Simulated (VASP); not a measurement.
Input of a VASP 6.6.1 run:

Contents of INCAR:

```
SYSTEM = WS2
ALGO = Normal ; EDIFF = 1E-6
EDIFFG = -0.01 ; ENCUT = 600
GGA = PS ; IBRION = 2
ISIF = 4 ; ISMEAR = 0
IVDW = 12 ; LASPH = .TRUE.
LCHARG = .FALSE. ; LREAL = .FALSE.
LWAVE = .FALSE. ; NELM = 60
NSW = 50 ; PREC = Accurate
SIGMA = 0.02
```

File KPOINTS:

```
k-points
0
G
  12 12 12
  0 0 0
```

File POSCAR:

```
WS2
1.0
    1.5444366098      0.8916808925      5.7823842742
   -1.5444366098      0.8916808925      5.7823842742
    0.0000000000     -1.7833617849      5.7823842742
W S
1 2
Direct
    0.0006393566      0.0006393566      0.0006393566
    0.2445139228      0.2445139228      0.2445139228
    0.4235467206      0.4235467206      0.4235467206
```

Potentials or basis: VASP PAW PBE potentials, release 64 (W_sv, S).

Command:

```sh
$ cat potpaw_PBE.64/W_sv/POTCAR potpaw_PBE.64/S/POTCAR > POTCAR
$ mpirun -np 1 vasp_std > vasp.out
```

Task: Estimate the band gap on the k mesh.

Result: 0.59 eV, indirect (least direct gap 1.98 eV).

Task: What does it give for the dispersion energy per atom?

Result: -0.432 eV.

Step by step:
```csv
step,energy change (eV),largest force (eV/Å),pressure (GPa),volume (Å³)
1,0.0000,0.5873,6.39,47.78
2,-0.0122,0.1163,2.81,47.78
3,-0.0132,0.0373,3.55,47.78
4,-0.0176,0.0201,2.90,47.78
5,-0.0182,0.0152,2.59,47.78
6,-0.0183,0.0167,2.55,47.78
7,-0.0183,0.0171,2.52,47.78
8,-0.0183,0.0275,2.46,47.78
9,-0.0183,0.0008,2.50,47.78
```

Caveat: the cell differs from its parent crystal (volume scaled by 0.97); the PAW data sets were made with another functional, which shifts forces and pressure a little; spin-orbit coupling is left out, which moves the levels of the heavy elements. A k mesh can miss the band edges.
